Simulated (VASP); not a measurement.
# HgTe (I-4m2) in VASP: further runs

Runs on HgTe. Level: r2SCAN. Tasks: single point.

Program: VASP 6.6.1. These are calculated values, not measurements. Logs are shortened: lines on timing, memory, paths and dates and some standing lists are left out, and cuts for length are marked.

## (1) The cell of the first run

Symmetry: I-4m2, No. 119, tetragonal system. The conventional cell has a = 6.091 Å, b = 6.091 Å, c = 3.119 Å, α = 90.00°, β = 90.00°, γ = 90.00°. Hg (site symmetry -4m2) has 2 Hg at 3.12 Å and 8 Te at 3.14 to 3.84 Å within 4.1 Å. Within 4.1 Å of Te (site symmetry -4m2) lie 2 Te at 3.12 Å and 8 Hg at 3.14 to 3.84 Å.

## (2) Single point, r2SCAN

File POSCAR:

```
HgTe
1.0
   -3.0456030000      3.0456030000      1.5594100000
    3.0456030000     -3.0456030000      1.5594100000
    3.0456030000      3.0456030000     -1.5594100000
Hg Te
1 1
Direct
    0.2500000000      0.7500000000      0.5000000000
    0.0000000000      0.0000000000      0.0000000000
```

File INCAR.step1:

```
SYSTEM = HgTe
PREC     = Accurate       ! precision mode
ENCUT    = 520            ! plane-wave cutoff, eV
ISMEAR   = -1             ! smearing method
SIGMA    = 0.05           ! smearing width, eV
LREAL    = .False.        ! projectors in reciprocal space
LASPH    = .True.         ! aspherical terms in the spheres
NELM     = 60             ! most SCF steps
NBANDS   = 16             ! bands
GGA      = PE             ! functional
ALGO     = Normal         ! electronic algorithm
EDIFF    = 1E-4           ! SCF threshold, eV
LWAVE    = .True.         ! write WAVECAR
LCHARG   = .False.        ! write CHGCAR
```

File INCAR.step2:

```
SYSTEM = HgTe
PREC     = Accurate       ! precision mode
ENCUT    = 520            ! plane-wave cutoff, eV
EDIFF    = 1E-6           ! SCF threshold, eV
ISMEAR   = -1             ! smearing method
SIGMA    = 0.05           ! smearing width, eV
LREAL    = .False.        ! projectors in reciprocal space
LASPH    = .True.         ! aspherical terms in the spheres
NELM     = 60             ! most SCF steps
ALGO     = Normal         ! electronic algorithm
ISIF     = 2              ! what is computed and relaxed
LWAVE    = .False.        ! write WAVECAR
LCHARG   = .False.        ! write CHGCAR
METAGGA  = R2SCAN         ! meta-GGA
LMIXTAU  = .True.       
NBANDS   = 16             ! bands
ISTART   = 1
```

File KPOINTS:

```
regular mesh
0
Gamma
  8 8 8
  0 0 0
```

Potentials or basis: VASP PAW PBE potentials, release 64 (Hg, Te).

Started as:

```console
> cat potpaw_PBE.64/Hg/POTCAR potpaw_PBE.64/Te/POTCAR > POTCAR
> cp INCAR.step1 INCAR
> mpirun -np 1 vasp_std > vasp.out
> cp INCAR.step2 INCAR
> mpirun -np 1 vasp_std > vasp.out
```

OUTCAR:

```text
SYSTEM = HgTe
   PREC = Accurate
   ENCUT = 520
   EDIFF = 1E-6
   ISMEAR = -1
   LREAL = .False.
   LASPH = .True.
   NELM = 60
   ISIF = 2
   METAGGA = R2SCAN
   ISTART = 1

 ion  position               nearest neighbor table
   1  0.250  0.750  0.500-   2 3.14   2 3.14   2 3.14   2 3.14
   2  0.000  0.000  0.000-   1 3.14   1 3.14   1 3.14   1 3.14

  LATTYP: Found a body centered tetragonal cell.
 ALAT       =     6.0912060000
 C/A-ratio  =     0.5120201156

  Lattice vectors:

 A1 = (  -3.0456030000,   3.0456030000,   1.5594100000)
 A2 = (   3.0456030000,  -3.0456030000,   1.5594100000)
 A3 = (   3.0456030000,   3.0456030000,  -1.5594100000)

Analysis of symmetry for initial positions (statically):
=====================================================================
 Subroutine PRICEL returns:
 Original cell was already a primitive cell.

 Routine SETGRP: Setting up the symmetry group for a
 body centered tetragonal supercell.

 Subroutine GETGRP returns: Found  8 space group operations
 (whereof  8 operations were pure point group operations)
 out of a pool of 16 trial point group operations.

The static configuration has the point symmetry D_2d.

Analysis of symmetry for dynamics (positions and initial velocities):
=====================================================================
 Subroutine PRICEL returns:
 Original cell was already a primitive cell.

 Routine SETGRP: Setting up the symmetry group for a
 body centered tetragonal supercell.

 Subroutine GETGRP returns: Found  8 space group operations
 (whereof  8 operations were pure point group operations)
 out of a pool of 16 trial point group operations.

The dynamic configuration has the point symmetry D_2d.

 Subroutine INISYM returns: Found  8 space group operations
 (whereof  8 operations are pure point group operations),
 and found     1 'primitive' translations

----------------------------------------------------------------------------------------

                                     Primitive cell

  volume of cell :      57.8585

  direct lattice vectors                    reciprocal lattice vectors
    -3.045603000  3.045603000  1.559410000     0.000000000  0.164171102  0.320634086
     3.045603000 -3.045603000  1.559410000     0.164171102  0.000000000  0.320634086
     3.045603000  3.045603000 -1.559410000     0.164171102  0.164171102  0.000000000

  length of vectors
     4.580737366  4.580737366  4.580737366     0.360219888  0.360219888  0.232172999

  position of ions in fractional coordinates (direct lattice)
     0.250000000  0.750000000  0.500000000
     0.000000000  0.000000000  0.000000000

  ion indices of the primitive-cell ions
   primitive index   ion index
                 1           1
                 2           2

----------------------------------------------------------------------------------------

 KPOINTS: regular mesh

Automatic generation of k-mesh.
 Grid dimensions read from file:
 generate k-points for:    8    8    8

 Generating k-lattice:

  Cartesian coordinates                     Fractional coordinates (reciprocal lattice)
     0.000000000  0.020521388  0.040079261     0.125000000  0.000000000  0.000000000
     0.020521388  0.000000000  0.040079261     0.000000000  0.125000000  0.000000000
     0.020521388  0.020521388  0.000000000     0.000000000  0.000000000  0.125000000

  Length of vectors
     0.045027486  0.045027486  0.029021625

  Shift w.r.t. Gamma in fractional coordinates (k-lattice)
     0.000000000  0.000000000  0.000000000

 Subroutine IBZKPT returns following result:
 ===========================================

 Found     59 irreducible k-points:

 Following reciprocal coordinates:
            Coordinates               Weight
  0.000000  0.000000  0.000000      1.000000
  0.125000  0.000000  0.000000      8.000000
  0.250000  0.000000  0.000000      8.000000
  0.375000  0.000000  0.000000      8.000000
  0.500000  0.000000  0.000000      4.000000
  0.125000  0.125000  0.000000      8.000000
[... 16 lines left out ...]
  0.250000  0.125000  0.125000     16.000000
  0.375000  0.125000  0.125000      8.000000
 [... further k-points ...]
   k-points           NKPTS =     59   k-points in BZ     NKDIM =     59   number of bands    NBANDS=     16
   number of dos      NEDOS =    301   number of ions     NIONS =      2
   total plane-waves  NPLWV =  46656
   dimension x,y,z NGX =    36 NGY =   36 NGZ =   36
   dimension x,y,z NGXF=    72 NGYF=   72 NGZF=   72
   ions per type =               1   1
   NGX,Y,Z   is equivalent  to a cutoff of  13.07, 13.07, 13.07 a.u.
   NGXF,Y,Z  is equivalent  to a cutoff of  26.13, 26.13, 26.13 a.u.
 SYSTEM =  HgTe
   PREC   = accura    normal or accurate (medium, high low for compatibility)
   ISTART =      1    job   : 0-new  1-cont  2-samecut
   ICHARG =      0    charge: 1-file 2-atom 10-const
   ISPIN  =      1    spin polarized calculation?
   LNONCOLLINEAR =      F non collinear calculations
   LSORBIT =      F    spin-orbit coupling
   LASPH  =      T    aspherical Exc in radial PAW
   ENCUT  =  520.0 eV  38.22 Ry    6.18 a.u.   8.52  8.52  8.52*2*pi/ulx,y,z
   NELM   =     60;   NELMIN=  2; NELMDL=  0     # of ELM steps
   EDIFF  = 0.1E-05   stopping-criterion for ELM
   LREAL  =      F    real-space projection
   EDIFFG = 0.1E-04   stopping-criterion for IOM
   NSW    =      0    number of steps for IOM
   IBRION =     -1    ionic relax: 0-MD 1-quasi-New 2-CG
   NFREE  =      0    steps in history (QN), initial steepest desc. (CG)
   ISIF   =      2    stress and relaxation
   ISYM   =      2    0-nonsym 1-usesym 2-fastsym
   POTIM  = 0.5000    time-step for ionic-motion
   TEBEG  =    0.0;   TEEND  =   0.0 temperature during run
   PSTRESS=    0.0 pullay stress
   NELECT =      18.0000    total number of electrons
   NUPDOWN=      -1.0000    fix difference up-down
   EMIN   =  10.00;   EMAX   =-10.00  energy-range for DOS
   EFERMI =   0.00;   METHOD = LEGACY
   ISMEAR =    -1;   SIGMA  =   0.05  broadening in eV -4-tet -1-fermi 0-gaus
   EFERMI_NEDOS =   21; number of points for ismear=-14 and -15
   IALGO  =     38    algorithm
   IMIX   =      4    mixing-type and parameters
     AMIX     =   0.40;   BMIX     =  1.00
     AMIX_MAG =   1.60;   BMIX_MAG =  1.00
  volume/ion in A,a.u.               =      28.93       195.22
  Fermi-wavevector in a.u.,A,eV,Ry     =   1.109286  2.096246 16.742166  1.230515
  Thomas-Fermi vector in A             =   2.245823
   LORBIT       =      0    0 simple, 1 ext, 2 COOP (PROOUT), +10 PAW based schemes
   METAGGA = R2SCAN    functional components
   LHFCALC =     F    Hartree Fock is set to
   AEXX    =    0.0000 exact exchange contribution
   IVDW    =     0    specifies the selected vdW correction
   LEPSILON=     F    determine dielectric tensor
   LRPA    =     F    only Hartree local field effects (RPA)
 non-spin polarized calculation
  energy-cutoff  :      520.00
  volume of cell :       57.86
 maximum number of plane-waves:      1578
 NGX is ok and might be reduce to    36
   NGX = 17   NGY = 17   NGZ = 17

 number of electron      18.0000002 magnetization

 Free energy of the ion-electron system (eV)
  ---------------------------------------------------
  ext. energy  EPLUGINS =         0.00000000
  ---------------------------------------------------
  free energy    TOTEN  =       -74.79817196 eV

  energy without entropy =      -74.79331301  energy(sigma->0) =      -74.79574248

 E-fermi :   4.3716     XC(G=0): -10.3475

 val. band max:        4.3709329338   @ k =  -0.2500   0.5000   0.1250
 cond. band min:       4.4965237671   @ k =  -0.2500   0.2500   0.2500
 fundamental gap:      0.1255908334
 Fermi energy:         4.3716495642

 k-point     1 :       0.0000    0.0000    0.0000
  band No.  band energies     occupation
      1      -8.6682      2.00000
      2      -3.4622      2.00000
      3      -2.7319      2.00000
      4      -2.6682      2.00000
      5      -2.2507      2.00000
      6      -2.2507      2.00000
[... 8 lines left out ...]
     15      14.7894      0.00000
     16      16.2085      0.00000

 k-point     2 :       0.1250    0.0000    0.0000
  band No.  band energies     occupation
      1      -8.4078      2.00000
      2      -3.2300      2.00000
      3      -2.7019      2.00000
      4      -2.6887      2.00000
      5      -2.3744      2.00000
      6      -2.3693      2.00000
[... 8 lines left out ...]
     15      14.9008      0.00000
     16      14.9150      0.00000

 k-point     3 :       0.2500    0.0000    0.0000
  band No.  band energies     occupation
      1      -7.6705      2.00000
      2      -2.7638      2.00000
      3      -2.7110      2.00000
      4      -2.6445      2.00000
      5      -2.5925      2.00000
      6      -2.5626      2.00000
[... 8 lines left out ...]
     15      13.4547      0.00000
     16      14.4784      0.00000

 k-point     4 :       0.3750    0.0000    0.0000
  band No.  band energies     occupation
      1      -6.6569      2.00000
      2      -2.9403      2.00000
      3      -2.8463      2.00000
      4      -2.6861      2.00000
      5      -2.4980      2.00000
      6      -2.1978      2.00000
[... 8 lines left out ...]
     15      12.6940      0.00000
     16      16.0121      0.00000
[... 324 lines left out ...]
 k-point    22 :       0.1250    0.1250    0.1250
  band No.  band energies     occupation
      1      -7.5685      2.00000
      2      -2.8115      2.00000
      3      -2.7284      2.00000
      4      -2.6408      2.00000
      5      -2.6126      2.00000
      6      -2.5176      2.00000
[... 8 lines left out ...]
     15      13.2679      0.00000
     16      14.0503      0.00000

 k-point    23 :       0.2500    0.1250    0.1250
  band No.  band energies     occupation
      1      -6.5894      2.00000
      2      -2.9536      2.00000
      3      -2.8219      2.00000
      4      -2.6799      2.00000
      5      -2.5045      2.00000
      6      -2.2477      2.00000
[... 8 lines left out ...]
     15      12.9626      0.00000
     16      14.5090      0.00000

 k-point    24 :       0.3750    0.1250    0.1250
  band No.  band energies     occupation
      1      -6.0168      2.00000
      2      -3.0711      2.00000
      3      -2.8455      2.00000
      4      -2.6148      2.00000
      5      -2.4774      2.00000
      6      -2.2107      2.00000
[... 8 lines left out ...]
     15      13.4971      0.00000
     16      14.2974      0.00000

 [... further k-points ...]

------------------------ aborting loop because EDIFF is reached ----------------------------------------

  FORCE on cell =-STRESS in cart. coord.  units (eV):
  Direction    XX          YY          ZZ          XY          YZ          ZX
  --------------------------------------------------------------------------------------
  -------------------------------------------------------------------------------------
  Total       -0.6111370     -0.6111370     -0.2429308      0.0000000      0.0000000      0.0000000
  in kB      -16.9231920    -16.9231920     -6.7270743      0.0000000      0.0000000      0.0000000
  external PRESSURE =     -13.5244861 kB  Pullay stress =       0.0000000 kB

 VOLUME and BASIS-vectors are now :
 -----------------------------------------------------------------------------
  energy-cutoff  :      520.00
  volume of cell :       57.86
      direct lattice vectors                 reciprocal lattice vectors
    -3.045603000  3.045603000  1.559410000     0.000000000  0.164171102  0.320634086
     3.045603000 -3.045603000  1.559410000     0.164171102  0.000000000  0.320634086
     3.045603000  3.045603000 -1.559410000     0.164171102  0.164171102  0.000000000

 POSITION                                       TOTAL-FORCE (eV/Angst)
 -----------------------------------------------------------------------------------
      3.04560      0.00000      0.77970        -0.000000      0.000000      0.000000
      0.00000      0.00000      0.00000         0.000000     -0.000000     -0.000000
 -----------------------------------------------------------------------------------
    total drift:                                0.000000     -0.000000      0.000000

  FREE ENERGIE OF THE ION-ELECTRON SYSTEM (eV)
  ---------------------------------------------------
  free  energy   TOTEN  =       -74.7981719557 eV

  energy  without entropy=      -74.7933130137  energy(sigma->0) =      -74.79574248
```

Wall time 5 min (1 thread of Intel Xeon 8259CL, shared host); peak memory 0.25 GiB.

What came out:

```
Free energy            : -74.7982 eV
Pressure               : -1.4 GPa
Band gap on the k mesh : zero (bands 9 and 10 overlap by 3.08 eV)
```

Levels at points of the mesh, in eV from the Fermi level:
```csv
k point,band 6,band 7,band 8,band 9,band 10,band 11,band 12,band 13
"(0.00, 0.00, 0.00)",-6.62,-3.48,-2.67,-2.67,3.58,4.90,7.28,7.28
"(0.50, 0.00, 0.00)",-6.58,-4.89,-2.14,-1.29,-0.05,3.37,4.07,6.18
"(0.50, 0.50, 0.00)",-6.57,-6.41,-1.11,1.48,2.26,2.97,3.62,9.16
"(0.50, 0.50, 0.50)",-6.52,-4.55,-4.55,-4.53,3.23,7.64,8.51,8.51
```

Caveat: the PAW data sets were made with another functional, which shifts forces and pressure a little; spin-orbit coupling is left out, which moves the levels of the heavy elements.

(Part 1 of 2 ends here.)
